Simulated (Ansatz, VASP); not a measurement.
# One calculation of MgO, two programs

The input INCAR:

```
PREC = Accurate
ENCUT = 520
EDIFF = 1E-6
ISMEAR = 0
SIGMA = 0.05
LREAL = F
LASPH = T
NELM = 100
ALGO = Normal
ISIF = 2
LWAVE = F
LCHARG = F
GGA = PS
NBANDS = 26
```

The input KPOINTS:

```
regular mesh
0
Gamma
  9 9 4
```

File POSCAR:

```
MgO
1.0
    3.0926000000      0.0000000000      0.0000000000
   -1.5463000000      2.6782701637      0.0000000000
    0.0000000000      0.0000000000     11.2493000000
Mg O
4 4
Direct
    0.3333333333      0.6666666667      0.9695925587
    0.0000000000      0.0000000000      0.2209429155
    0.0000000000      0.0000000000      0.7209429155
    0.6666666667      0.3333333333      0.4695925587
    0.3333333333      0.6666666667      0.7799203897
    0.0000000000      0.0000000000      0.5295423161
    0.0000000000      0.0000000000      0.0295423161
    0.6666666667      0.3333333333      0.2799203897
```

Input for Ansatz:

```yaml
crystal:
  lattice:
    - [3.0926, 0.0, 0.0]
    - [-1.5463, 2.6782701637, 0.0]
    - [0.0, 0.0, 11.2493]
  atoms:
    - { symbol: Mg, position: [0.3333333333, 0.6666666667, 0.9695925587] }
    - { symbol: Mg, position: [0.0, 0.0, 0.2209429155] }
    - { symbol: Mg, position: [0.0, 0.0, 0.7209429155] }
    - { symbol: Mg, position: [0.6666666667, 0.3333333333, 0.4695925587] }
    - { symbol: O, position: [0.3333333333, 0.6666666667, 0.7799203897] }
    - { symbol: O, position: [0.0, 0.0, 0.5295423161] }
    - { symbol: O, position: [0.0, 0.0, 0.0295423161] }
    - { symbol: O, position: [0.6666666667, 0.3333333333, 0.2799203897] }
basis:
  ecutwfc: 520.0
kpoints:
  mp_grid: { grid: [9, 9, 4] }
hamiltonian:
  xc: pbesol
  pseudopotentials: { kind: paw, azcp: { folder: soft_1 } }
scf:
  occupations: { method: gaussian, width: 0.05 }
output:
  forces: true
  stress: true
  eigenvalues: true
  write_density: true
  write_potential: true
  elf: true
  volumetric_format: npy
```

Alike in both runs: task single point; functional PBEsol; k mesh 9 × 9 × 4; occupations gaussian, width 0.05 eV; no spin polarisation.

|  | VASP | Ansatz |
| --- | --- | --- |
| version | VASP 6.6.1 | Ansatz 0.2.0 |
| potentials or method | VASP PAW PBE potentials, release 64 (Mg, O), cutoff 520 eV | scalar-relativistic, plane waves, PAW |
| valence electrons in the cell | 32 | 64 |

Ansatz gave:

| Property | Result |
| --- | --- |
| gap on the k mesh at the Fermi level (eV) | 3.43 |
| least direct gap on the mesh (eV) | 3.43 |
| pressure (GPa) | 6.3 |
| traceless stress, the component that is largest in VASP (GPa) | -19.05 |
| rms of the force components (eV/Å) | 0.493 |

**Question.** Estimate VASP's values.

**Answer.** gap on the k mesh at the Fermi level (eV): 3.43; least direct gap on the mesh (eV): 3.43; pressure (GPa): 6.2; traceless stress, the component that is largest in VASP (GPa): -19.40; rms of the force components (eV/Å): 0.504.

VASP's potentials were made for PBE, not for PBEsol, and Ansatz warns of the same on its side. Atom by atom the forces differ by 0.010 eV/Å (rms over components). VASP's potentials hold 32 valence electrons a cell and Ansatz's 64, so a difference there can come from the potentials and not from the codes.
